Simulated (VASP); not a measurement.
Here is a VASP 6.6.1 calculation.

File POSCAR:

```
GaN
1.0
    0.0000000000      2.2489525411      2.2489525411
    2.2489525411      0.0000000000      2.2489525411
    2.2489525411      2.2489525411      0.0000000000
Ga N
1 1
Direct
    0.0000000000      0.0000000000      0.0000000000
    0.2500000000      0.2500000000      0.2500000000
```

INCAR.step1

```
SYSTEM = GaN
ALGO = Normal ; EDIFF = 1E-4
ENCUT = 520 ; GGA = PE
ISMEAR = 0 ; LASPH = .TRUE.
LCHARG = .FALSE. ; LREAL = .FALSE.
LWAVE = .TRUE. ; NBANDS = 16
NELM = 100 ; PREC = Accurate
SIGMA = 0.01
```

The input INCAR.step2:

```
SYSTEM = GaN
ALGO = Normal ; EDIFF = 1E-7
ENCUT = 520 ; ISIF = 2
ISMEAR = 0 ; ISTART = 1
LASPH = .TRUE. ; LCHARG = .FALSE.
LMIXTAU = .TRUE. ; LREAL = .FALSE.
LWAVE = .FALSE. ; METAGGA = R2SCAN
NBANDS = 16 ; NELM = 100
PREC = Accurate ; SIGMA = 0.01
```

KPOINTS

```
k-points
0
G
  6 6 6
  0 0 0
```

Potentials or basis: VASP PAW PBE potentials, release 64 (Ga_d, N).

Command:

```sh
$ cat potpaw_PBE.64/Ga_d/POTCAR potpaw_PBE.64/N/POTCAR > POTCAR
$ cp INCAR.step1 INCAR
$ mpirun -np 1 vasp_std > vasp.out
$ cp INCAR.step2 INCAR
$ mpirun -np 1 vasp_std > vasp.out
```

Question: What does it give for the band gap on the k mesh?

Answer: 2.16 eV.

Question: Predict the pressure.

Answer: 1.1 GPa.

Caveat: the structure was generated, so it needn't be the stable form of GaN; the PAW data sets were made with another functional, which shifts forces and pressure a little.
